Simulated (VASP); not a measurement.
Hf:

```
Hf
1.0
     3.19670    0.00000    0.00000
    -1.59835    2.76842    0.00000
     0.00000    0.00000    5.05780
Hf
2
Direct
  0.33333 0.66667 0.25000
  0.66667 0.33333 0.75000
```

```yaml
Program: VASP 6.6.1
Task: relaxation of volume and atoms at fixed shape
Functional: LDA
Potentials_or_basis: VASP PAW LDA potentials, release 64 (Hf_pv)
Cutoff: 500 eV
k_mesh: 7 × 7 × 4
Occupations: gaussian, width 0.05 eV
Spin: no spin polarisation
```

At the start: pressure -7.3 GPa; volume 22.38 Å³/atom.

Task: Where does the relaxation end?

Result: Over 4 steps the energy falls by 35.4 meV/atom and the volume is 20.89 Å³/atom (-6.7 %); space group P6_3/mmc (No. 194, to 0.1 Å) before and after.

The path:
```csv
step,energy change (eV),largest force (eV/Å),pressure (GPa),volume (Å³)
1,0.0000,0.0000,-7.33,44.76
2,0.0415,0.0000,11.55,38.45
3,-0.0708,0.0000,-0.20,41.84
4,-0.0709,0.0000,-0.01,41.78
```

Final structure:
```
Hf
1.0
     3.12404    0.00000    0.00000
    -1.56202    2.70549    0.00000
     0.00000    0.00000    4.94283
Hf
2
Direct
  0.33333 0.66667 0.25000
  0.66667 0.33333 0.75000
```
